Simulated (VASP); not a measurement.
# TaWC2 (R-3m) in VASP: notebook

TaWC2 is run at these levels: PBE; tasks: single point.

All numbers are computed with VASP 6.6.1; they aren't measurements. Logs are shortened: lines on timing, memory, paths and dates and some standing lists are left out, and cuts for length are marked.

## Step 1: The cell of the first run

Symmetry: R-3m, No. 166, trigonal system. Conventional cell: a = 3.165 Å, b = 3.165 Å, c = 15.406 Å, α = 90.00°, β = 90.00°, γ = 120.00°. Within 2.9 Å of W (site symmetry -3m) lie 6 C at 2.22 Å. Ta (site symmetry -3m) has 6 C at 2.24 Å within 3.0 Å. Within 2.9 Å of C (site symmetry 3m) lie 3 W at 2.22 Å and 3 Ta at 2.24 Å.

## Step 2: Single point, PBE

INCAR reads:

```
SYSTEM = TaWC2
PREC = Accurate
ENCUT = 520
EDIFF = 1E-7
ISMEAR = -1
SIGMA = 0.05
LREAL = .False.
LASPH = .True.
NELM = 60
ALGO = Normal
ISIF = 2
LWAVE = .False.
LCHARG = .False.
GGA = PE
NBANDS = 24
```

KPOINTS reads:

```
Automatic mesh
0
Gamma
  10 10 10
  0 0 0
```

POSCAR reads:

```
TaWC2
1.0
    1.5822650862      0.9135211734      5.1354062173
   -1.5822650862      0.9135211734      5.1354062173
    0.0000000000     -1.8270423469      5.1354062173
W Ta C
1 1 2
Direct
    0.0000000000      0.0000000000      0.0000000000
    0.5000000000      0.5000000000      0.5000000000
    0.2509330000      0.2509330000      0.2509330000
    0.7490670000      0.7490670000      0.7490670000
```

Potentials or basis: VASP PAW PBE potentials, release 64 (W_sv, Ta_pv, C).

Started as:

```sh
$ cat potpaw_PBE.64/W_sv/POTCAR potpaw_PBE.64/Ta_pv/POTCAR potpaw_PBE.64/C/POTCAR > POTCAR
$ mpirun -np 1 vasp_std > vasp.out
```

OUTCAR:

```text
SYSTEM = TaWC2
   PREC = Accurate
   ENCUT = 520
   EDIFF = 1E-7
   ISMEAR = -1
   LREAL = .False.
   LASPH = .True.
   NELM = 60
   ISIF = 2
   GGA = PE

 ion  position               nearest neighbor table
   1  0.000  0.000  0.000-   4 2.22   3 2.22   4 2.22   4 2.22   3 2.22   3 2.22   2 3.15   2 3.15
                             2 3.15   2 3.15   2 3.15   2 3.15
   2  0.500  0.500  0.500-   3 2.24   4 2.24   3 2.24   3 2.24   4 2.24   4 2.24   1 3.15   1 3.15
                             1 3.15   1 3.15   1 3.15   1 3.15
   3  0.251  0.251  0.251-   1 2.22   1 2.22   1 2.22   2 2.24   2 2.24   2 2.24
   4  0.749  0.749  0.749-   1 2.22   1 2.22   1 2.22   2 2.24   2 2.24   2 2.24

  LATTYP: Found a trigonal (rhomboedric) cell.
 ALAT       =     5.4507321301
 COS(alpha) =     0.8314693846

  Lattice vectors:

 A1 = (   1.5822650862,   0.9135211734,   5.1354062173)
 A2 = (  -1.5822650862,   0.9135211734,   5.1354062173)
 A3 = (   0.0000000000,  -1.8270423469,   5.1354062173)

Analysis of symmetry for initial positions (statically):
=====================================================================
 Subroutine PRICEL returns:
 Original cell was already a primitive cell.

 Routine SETGRP: Setting up the symmetry group for a
 trigonal (rhombohedral) supercell.

 Subroutine GETGRP returns: Found 12 space group operations
 (whereof 12 operations were pure point group operations)
 out of a pool of 12 trial point group operations.

The static configuration has the point symmetry D_3d.

Analysis of symmetry for dynamics (positions and initial velocities):
=====================================================================
 Subroutine PRICEL returns:
 Original cell was already a primitive cell.

 Routine SETGRP: Setting up the symmetry group for a
 trigonal (rhombohedral) supercell.

 Subroutine GETGRP returns: Found 12 space group operations
 (whereof 12 operations were pure point group operations)
 out of a pool of 12 trial point group operations.

The dynamic configuration has the point symmetry D_3d.

 Subroutine INISYM returns: Found 12 space group operations
 (whereof 12 operations are pure point group operations),
 and found     1 'primitive' translations

----------------------------------------------------------------------------------------

                                     Primitive cell

  volume of cell :      44.5373

  direct lattice vectors                    reciprocal lattice vectors
     1.582265086  0.913521173  5.135406217     0.316002675  0.182444230  0.064908854
    -1.582265086  0.913521173  5.135406217    -0.316002675  0.182444230  0.064908854
     0.000000000 -1.827042347  5.135406217     0.000000000 -0.364888459  0.064908854

  length of vectors
     5.450732130  5.450732130  5.450732130     0.370616712  0.370616712  0.370616712

  position of ions in fractional coordinates (direct lattice)
     0.000000000  0.000000000  0.000000000
     0.500000000  0.500000000  0.500000000
     0.250933000  0.250933000  0.250933000
     0.749067000  0.749067000  0.749067000

  ion indices of the primitive-cell ions
   primitive index   ion index
                 1           1
                 2           2
                 3           3
                 4           4

----------------------------------------------------------------------------------------

 KPOINTS: Automatic mesh

Automatic generation of k-mesh.
 Grid dimensions read from file:
 generate k-points for:   10   10   10

 Generating k-lattice:

  Cartesian coordinates                     Fractional coordinates (reciprocal lattice)
     0.031600268  0.018244423  0.006490885     0.100000000  0.000000000  0.000000000
    -0.031600268  0.018244423  0.006490885     0.000000000  0.100000000  0.000000000
     0.000000000 -0.036488846  0.006490885     0.000000000  0.000000000  0.100000000

  Length of vectors
     0.037061671  0.037061671  0.037061671

  Shift w.r.t. Gamma in fractional coordinates (k-lattice)
     0.000000000  0.000000000  0.000000000

 Subroutine IBZKPT returns following result:
 ===========================================

 Found    116 irreducible k-points:

 Following reciprocal coordinates:
            Coordinates               Weight
  0.000000  0.000000  0.000000      1.000000
  0.100000  0.000000 -0.000000      6.000000
  0.200000  0.000000 -0.000000      6.000000
  0.300000  0.000000  0.000000      6.000000
  0.400000  0.000000 -0.000000      6.000000
  0.500000  0.000000  0.000000      3.000000
[... 16 lines left out ...]
  0.300000  0.300000 -0.000000      6.000000
  0.400000  0.300000  0.000000     12.000000
 [... further k-points ...]
   k-points           NKPTS =    116   k-points in BZ     NKDIM =    116   number of bands    NBANDS=     24
   number of dos      NEDOS =    301   number of ions     NIONS =      4
   total plane-waves  NPLWV =  74088
   dimension x,y,z NGX =    42 NGY =   42 NGZ =   42
   dimension x,y,z NGXF=    84 NGYF=   84 NGZF=   84
   ions per type =               1   1   2
   NGX,Y,Z   is equivalent  to a cutoff of  12.81, 12.81, 12.81 a.u.
   NGXF,Y,Z  is equivalent  to a cutoff of  25.62, 25.62, 25.62 a.u.
 SYSTEM =  TaWC2
   PREC   = accura    normal or accurate (medium, high low for compatibility)
   ISTART =      0    job   : 0-new  1-cont  2-samecut
   ICHARG =      2    charge: 1-file 2-atom 10-const
   ISPIN  =      1    spin polarized calculation?
   LNONCOLLINEAR =      F non collinear calculations
   LSORBIT =      F    spin-orbit coupling
   LASPH  =      T    aspherical Exc in radial PAW
   ENCUT  =  520.0 eV  38.22 Ry    6.18 a.u.  10.13 10.13 10.13*2*pi/ulx,y,z
   NELM   =     60;   NELMIN=  2; NELMDL= -5     # of ELM steps
   EDIFF  = 0.1E-06   stopping-criterion for ELM
   LREAL  =      F    real-space projection
   EDIFFG = 0.1E-05   stopping-criterion for IOM
   NSW    =      0    number of steps for IOM
   IBRION =     -1    ionic relax: 0-MD 1-quasi-New 2-CG
   NFREE  =      0    steps in history (QN), initial steepest desc. (CG)
   ISIF   =      2    stress and relaxation
   ISYM   =      2    0-nonsym 1-usesym 2-fastsym
   POTIM  = 0.5000    time-step for ionic-motion
   TEBEG  =    0.0;   TEEND  =   0.0 temperature during run
   PSTRESS=    0.0 pullay stress
   NELECT =      33.0000    total number of electrons
   NUPDOWN=      -1.0000    fix difference up-down
   EMIN   =  10.00;   EMAX   =-10.00  energy-range for DOS
   EFERMI =   0.00;   METHOD = LEGACY
   ISMEAR =    -1;   SIGMA  =   0.05  broadening in eV -4-tet -1-fermi 0-gaus
   EFERMI_NEDOS =   21; number of points for ismear=-14 and -15
   IALGO  =     38    algorithm
   IMIX   =      4    mixing-type and parameters
     AMIX     =   0.40;   BMIX     =  1.00
     AMIX_MAG =   1.60;   BMIX_MAG =  1.00
  volume/ion in A,a.u.               =      11.13        75.14
  Fermi-wavevector in a.u.,A,eV,Ry     =   1.481397  2.799435 29.858496  2.194538
  Thomas-Fermi vector in A             =   2.595312
   LORBIT       =      0    0 simple, 1 ext, 2 COOP (PROOUT), +10 PAW based schemes
   GGA     = PE    functional components
[... 5 lines left out ...]
 non-spin polarized calculation
  energy-cutoff  :      520.00
  volume of cell :       44.54
 maximum number of plane-waves:      1214
 NGX is ok and might be reduce to    42
   NGX = 21   NGY = 21   NGZ = 21

 number of electron      33.0000002 magnetization

 Free energy of the ion-electron system (eV)
  ---------------------------------------------------
  ext. energy  EPLUGINS =         0.00000000
  ---------------------------------------------------
  free energy    TOTEN  =       -43.78529370 eV

  energy without entropy =      -43.77023709  energy(sigma->0) =      -43.77776540

 E-fermi :  10.0096     XC(G=0): -13.2894

 val. band max:       10.0017939118   @ k =  -0.1000   0.2000   0.1000
 cond. band min:      10.0213254844   @ k =  -0.3000   0.1000   0.0000
 fundamental gap:      0.0195315726
 Fermi energy:        10.0096123089

 k-point     1 :       0.0000    0.0000    0.0000
  band No.  band energies     occupation
      1     -65.3499      2.00000
      2     -29.5836      2.00000
      3     -29.4179      2.00000
      4     -29.4179      2.00000
      5     -25.7151      2.00000
      6     -25.3718      2.00000
[... 16 lines left out ...]
     23      12.8970      0.00000
     24      15.0181      0.00000

 k-point     2 :       0.1000    0.0000   -0.0000
  band No.  band energies     occupation
      1     -65.3481      2.00000
      2     -29.5763      2.00000
      3     -29.4526      2.00000
      4     -29.4260      2.00000
      5     -25.7091      2.00000
      6     -25.4224      2.00000
[... 16 lines left out ...]
     23      12.6526      0.00000
     24      15.8562      0.00000

 k-point     3 :       0.2000    0.0000   -0.0000
  band No.  band energies     occupation
      1     -65.3436      2.00000
      2     -29.5575      2.00000
      3     -29.5422      2.00000
      4     -29.4471      2.00000
      5     -25.6934      2.00000
      6     -25.5526      2.00000
[... 16 lines left out ...]
     23      13.9526      0.00000
     24      16.1287      0.00000

 k-point     4 :       0.3000    0.0000    0.0000
  band No.  band energies     occupation
      1     -65.3379      2.00000
      2     -29.6518      2.00000
      3     -29.5336      2.00000
      4     -29.4730      2.00000
      5     -25.7103      2.00000
      6     -25.6728      2.00000
[... 16 lines left out ...]
     23      14.6437      0.00000
     24      15.8131      0.00000

 k-point     5 :       0.4000    0.0000   -0.0000
  band No.  band energies     occupation
      1     -65.3334      2.00000
      2     -29.7387      2.00000
      3     -29.5144      2.00000
      4     -29.4938      2.00000
      5     -25.8335      2.00000
      6     -25.6572      2.00000
[... 451 lines left out ...]
 k-point    22 :      -0.2000    0.2000    0.0000
  band No.  band energies     occupation
      1     -65.3354      2.00000
      2     -29.6697      2.00000
      3     -29.5247      2.00000
      4     -29.5185      2.00000
      5     -25.7348      2.00000
      6     -25.6612      2.00000
[... 16 lines left out ...]
     23      14.7208      0.00000
     24      15.4329      0.00000

 k-point    23 :       0.3000    0.3000   -0.0000
  band No.  band energies     occupation
      1     -65.3380      2.00000
      2     -29.6537      2.00000
      3     -29.5351      2.00000
      4     -29.4735      2.00000
      5     -25.7084      2.00000
      6     -25.6678      2.00000
[... 16 lines left out ...]
     23      15.8424      0.00000
     24      16.1959      0.00000

 k-point    24 :       0.4000    0.3000    0.0000
  band No.  band energies     occupation
      1     -65.3348      2.00000
      2     -29.7000      2.00000
      3     -29.5235      2.00000
      4     -29.5032      2.00000
      5     -25.7692      2.00000
      6     -25.6561      2.00000
[... 16 lines left out ...]
     23      15.7954      0.00000
     24      16.4535      0.00000

 [... further k-points ...]

------------------------ aborting loop because EDIFF is reached ----------------------------------------

  FORCE on cell =-STRESS in cart. coord.  units (eV):
  Direction    XX          YY          ZZ          XY          YZ          ZX
  --------------------------------------------------------------------------------------
  -------------------------------------------------------------------------------------
  Total       -2.2950481     -2.2950481     -2.2607445      0.0000000      0.0000000      0.0000000
  in kB      -82.5616663    -82.5616663    -81.3276378      0.0000000      0.0000000      0.0000000
  external PRESSURE =     -82.1503235 kB  Pullay stress =       0.0000000 kB

 VOLUME and BASIS-vectors are now :
 -----------------------------------------------------------------------------
  energy-cutoff  :      520.00
  volume of cell :       44.54
      direct lattice vectors                 reciprocal lattice vectors
     1.582265086  0.913521173  5.135406217     0.316002675  0.182444230  0.064908854
    -1.582265086  0.913521173  5.135406217    -0.316002675  0.182444230  0.064908854
     0.000000000 -1.827042347  5.135406217     0.000000000 -0.364888459  0.064908854

 POSITION                                       TOTAL-FORCE (eV/Angst)
 -----------------------------------------------------------------------------------
      0.00000      0.00000      0.00000         0.000000      0.000000     -0.000000
      0.00000     -0.00000      7.70311         0.000000      0.000000      0.000000
      0.00000     -0.00000      3.86593         0.000000     -0.000000      0.058718
      0.00000     -0.00000     11.54029         0.000000      0.000000     -0.058718
 -----------------------------------------------------------------------------------
    total drift:                                0.000000      0.000000      0.000000

  FREE ENERGIE OF THE ION-ELECTRON SYSTEM (eV)
  ---------------------------------------------------
  free  energy   TOTEN  =       -43.7852937046 eV

  energy  without entropy=      -43.7702370884  energy(sigma->0) =      -43.77776540
```

Run time: 3.2 min. Hardware: 1 thread of AMD EPYC 9R45 (Zen 5), shared host; peak memory 0.31 GiB.

What came out:

| Item | Value |
| --- | --- |
| Free energy | -43.7853 eV |
| Pressure | -8.2 GPa |
| Largest force | 0.059 eV/Å |
| Band gap on the k mesh | zero (an odd number of electrons rules out a gap without spin polarisation) |

Forces on the atoms (eV/Å):
```
W    0.000  0.000  0.000
Ta   0.000  0.000  0.000
C    0.000  0.000  0.059
C    0.000  0.000 -0.059
```

Caveat: the cell stands under tension; spin-orbit coupling is left out, which moves the levels of the heavy elements.

## Step 3: Single point, PBE

This run uses another cell than the first one, of 11.35 Å³/atom.

INCAR reads:

```
PREC = Accurate ; ENCUT = 520
EDIFF = 1E-7 ; ISMEAR = -1
SIGMA = 0.05 ; LREAL = F
LASPH = T ; NELM = 80
ALGO = Normal ; ISIF = 2
LWAVE = F ; LCHARG = F
GGA = PE ; NBANDS = 24
```

KPOINTS reads:

```
Automatic mesh
0
Gamma
  10 10 10
```

POSCAR reads:

```
TaWC2
1.0
    1.5925398227      0.9194532953      5.1687539453
   -1.5925398227      0.9194532953      5.1687539453
    0.0000000000     -1.8389065907      5.1687539453
W Ta C
1 1 2
Direct
    0.0000000000      0.0000000000      0.0000000000
    0.5000000000      0.5000000000      0.5000000000
    0.2509330000      0.2509330000      0.2509330000
    0.7490670000      0.7490670000      0.7490670000
```

Potentials or basis: VASP PAW PBE potentials, release 64 (W_sv, Ta_pv, C).

Started as:

```sh
$ cat potpaw_PBE.64/W_sv/POTCAR potpaw_PBE.64/Ta_pv/POTCAR potpaw_PBE.64/C/POTCAR > POTCAR
$ mpirun -np 1 vasp_std > vasp.out
```

It took 3.2 min on 1 thread of AMD EPYC 9R45 (Zen 5), shared host; peak memory 0.31 GiB.

It converged, with:

```yaml
Free_energy: -43.7250 eV
Pressure: -14.0 GPa
Largest_force: 0.053 eV/Å
Band_gap_on_the_k_mesh: zero (an odd number of electrons rules out a gap without spin polarisation)
```

Forces on the atoms (eV/Å):
```
W    0.000  0.000  0.000
Ta   0.000  0.000  0.000
C    0.000  0.000  0.053
C    0.000  0.000 -0.053
```

Stress tensor (GPa, compression positive):
```
-14.01   0.00   0.00
  0.00 -14.01   0.00
  0.00   0.00 -13.88
```

Levels at points of the mesh, in eV from the Fermi level:
| k point | band 14 | band 15 | band 16 | band 17 | band 18 | band 19 | band 20 | band 21 |
| --- | --- | --- | --- | --- | --- | --- | --- | --- |
| (0.00, 0.00, 0.00) | -2.05 | -1.92 | -0.76 | -0.76 | -0.70 | -0.22 | -0.22 | 1.81 |
| (0.50, 0.00, 0.00) | -4.64 | -4.28 | -1.24 | -0.68 | 1.34 | 1.99 | 2.93 | 3.40 |
| (0.50, 0.50, 0.00) | -4.86 | -2.14 | -2.08 | 1.13 | 1.53 | 1.68 | 2.37 | 3.24 |
| (0.50, 0.50, 0.50) | -4.17 | -4.17 | -0.91 | -0.91 | 0.20 | 0.20 | 0.20 | 0.68 |

Caveat: the cell stands under tension; spin-orbit coupling is left out, which moves the levels of the heavy elements.

## Step 4: Single point, PBE

This run uses another cell than the first one, of 11.57 Å³/atom.

INCAR reads:

```
SYSTEM = TaWC2
PREC     = Accurate       ! precision mode
ENCUT    = 520            ! plane-wave cutoff, eV
EDIFF    = 1E-6           ! SCF threshold, eV
ISMEAR   = -1             ! smearing method
SIGMA    = 0.05           ! smearing width, eV
LREAL    = .FALSE.        ! projectors in reciprocal space
LASPH    = .TRUE.         ! aspherical terms in the spheres
NELM     = 60             ! most SCF steps
ALGO     = Normal         ! electronic algorithm
ISIF     = 2              ! what is computed and relaxed
LWAVE    = .FALSE.        ! write WAVECAR
LCHARG   = .TRUE.         ! write CHGCAR
GGA      = PE             ! functional
LELF     = .TRUE.         ! ELF
LVHAR    = .TRUE.       
NBANDS   = 24             ! bands
```

KPOINTS reads:

```
Automatic mesh
0
G
  10 10 10
  0 0 0
```

POSCAR reads:

```
TaWC2
1.0
    1.6026836620      0.9253098436      5.2016768326
   -1.6026836620      0.9253098436      5.2016768326
    0.0000000000     -1.8506196874      5.2016768326
W Ta C
1 1 2
Direct
    0.0000000000      0.0000000000      0.0000000000
    0.5000000000      0.5000000000      0.5000000000
    0.2509330000      0.2509330000      0.2509330000
    0.7490670000      0.7490670000      0.7490670000
```

Started as:

```sh
$ cat potpaw_PBE.64/W_sv/POTCAR potpaw_PBE.64/Ta_pv/POTCAR potpaw_PBE.64/C/POTCAR > POTCAR
$ mpirun -np 1 vasp_std > vasp.out
```

It took 2.9 min on 1 thread of AMD EPYC 9R45 (Zen 5), shared host; peak memory 0.31 GiB.

It converged, with:

```yaml
Free_energy: -43.6350 eV
Pressure: -19.2 GPa
Largest_force: 0.047 eV/Å
Band_gap_on_the_k_mesh: zero (an odd number of electrons rules out a gap without spin polarisation)
```

Forces on the atoms (eV/Å):
```
W    0.000  0.000  0.000
Ta   0.000  0.000  0.000
C    0.000  0.000  0.047
C    0.000  0.000 -0.047
```

Stress tensor (GPa, compression positive):
```
-19.20   0.00   0.00
  0.00 -19.20   0.00
  0.00   0.00 -19.08
```

Levels at points of the mesh, in eV from the Fermi level:
| k point | band 13 | band 14 | band 15 | band 16 | band 17 | band 18 | band 19 | band 20 | band 21 | band 22 |
| --- | --- | --- | --- | --- | --- | --- | --- | --- | --- | --- |
| (0.00, 0.00, 0.00) | -1.99 | -1.99 | -1.88 | -0.73 | -0.73 | -0.67 | -0.22 | -0.22 | 1.76 | 1.76 |
| (0.50, 0.00, 0.00) | -5.19 | -4.55 | -4.20 | -1.21 | -0.66 | 1.30 | 1.92 | 2.84 | 3.31 | 4.66 |
| (0.50, 0.50, 0.00) | -5.00 | -4.74 | -2.12 | -2.06 | 1.08 | 1.48 | 1.62 | 2.30 | 3.14 | 3.29 |
| (0.50, 0.50, 0.50) | -4.66 | -4.08 | -4.08 | -0.89 | -0.89 | 0.19 | 0.20 | 0.20 | 0.67 | 4.54 |

Caveat: the cell stands under tension; spin-orbit coupling is left out, which moves the levels of the heavy elements.

## Step 5: Summary

| cell | gap on the mesh (eV) | pressure (GPa) | largest force (eV/Å) |
| --- | --- | --- | --- |
| a = 5.451 Å, angles 33.8°, 4 atoms | none | -8.2 | 0.06 |
| a = 5.486 Å, angles 33.8°, 4 atoms | none | -14.0 | 0.05 |
| a = 5.521 Å, angles 33.8°, 4 atoms | none | -19.2 | 0.05 |

Alike in all rows: task single point; level PBE; potentials or basis VASP PAW PBE potentials, release 64 (W_sv, Ta_pv, C); no spin polarisation; k mesh 10 × 10 × 10; cutoff (eV) 520; smearing fermi-dirac 0.05 eV.

Caveats: the cell stands under tension; spin-orbit coupling is left out, which moves the levels of the heavy elements.

Absolute energies hang on the potentials; compare differences alone.
